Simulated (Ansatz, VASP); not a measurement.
# Two plane-wave programs on SnS4

```
Sn S
1.0
     0.00663    5.60396   -0.00805
     0.00095   -0.00577    4.95316
    10.26227    0.01751    0.00524
Sn S
2 8
Direct
  0.10203 0.99975 0.49975
  0.89779 0.00062 0.00010
  0.13054 0.21094 0.17772
  0.38226 0.36468 0.57471
  0.86787 0.20879 0.32258
  0.61752 0.36364 0.92486
  0.61783 0.63527 0.07595
  0.86980 0.78825 0.67822
  0.38223 0.63690 0.42369
  0.13213 0.79118 0.82240
```

Change from the starting cell: cell x2, atoms moved at random (sigma 0.1 Å) and cell strained at random (1.5 %), then relaxed without symmetry.

Alike in both runs: functional PBE; k mesh 4 × 4 × 2; occupations gaussian, width 0.2 eV; no spin polarisation.

Ansatz relaxed the structure, and its values are those at the end. VASP's run is a single point on that final structure, the one shown.

|  | VASP | Ansatz |
| --- | --- | --- |
| version | VASP 6.6.1 | Ansatz 0.2.0 |
| potentials or method | VASP PAW PBE potentials, release 64 (Sn_d, S), cutoff 520 eV | scalar-relativistic, plane waves, PAW |
| valence electrons in the cell | 76 | 76 |

VASP gave:

- gap on the k mesh at the Fermi level (eV): 1.33
- least direct gap on the mesh (eV): 1.42
- pressure (GPa): -0.2
- rms of the force components (eV/Å): 0.060

Problem. Estimate Ansatz's values.

Solution. gap on the k mesh at the Fermi level (eV): 1.31; least direct gap on the mesh (eV): 1.40; pressure (GPa): 0.1; rms of the force components (eV/Å): 0.007.

The functional is the same, so the differences come from potentials, cutoffs and numerics.
